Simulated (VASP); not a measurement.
Input of a VASP 6.6.1 run:

File INCAR:

```
SYSTEM = V
PREC = Accurate ; ENCUT = 520
EDIFF = 1E-7 ; ISMEAR = -1
SIGMA = 0.1 ; LREAL = .FALSE.
LASPH = .TRUE. ; NELM = 150
ALGO = Normal ; ISIF = 2
LWAVE = .FALSE. ; LCHARG = .FALSE.
ISPIN = 2 ; MAGMOM = 1.5 -1.5
LORBIT = 11 ; LMAXMIX = 4
GGA = PS ; NBANDS = 24
```

File KPOINTS:

```
Automatic mesh
0
G
  13 13 7
  0 0 0
```

The input POSCAR:

```
V
1.0
    2.6042940000      0.0000000000      0.0000000000
   -1.3021470000      2.2553850000      0.0000000000
    0.0000000000      0.0000000000      4.7233360000
V
2
Direct
    0.6666666667      0.3333333333      0.7500000000
    0.3333333333      0.6666666667      0.2500000000
```

Potentials or basis: VASP PAW PBE potentials, release 64 (V_sv).

Command:

```sh
$ cat potpaw_PBE.64/V_sv/POTCAR > POTCAR
$ mpirun -np 1 vasp_std > vasp.out
```

Estimate the net moment.

0.00 μB per cell.

Predict the pressure.

-6.6 GPa.

Stress tensor (GPa, compression positive):
```
-6.19  0.00  0.00
 0.00 -6.19  0.00
 0.00  0.00 -7.30
```

Caveat: the cell stands under tension; the PAW data sets were made with another functional, which shifts forces and pressure a little.
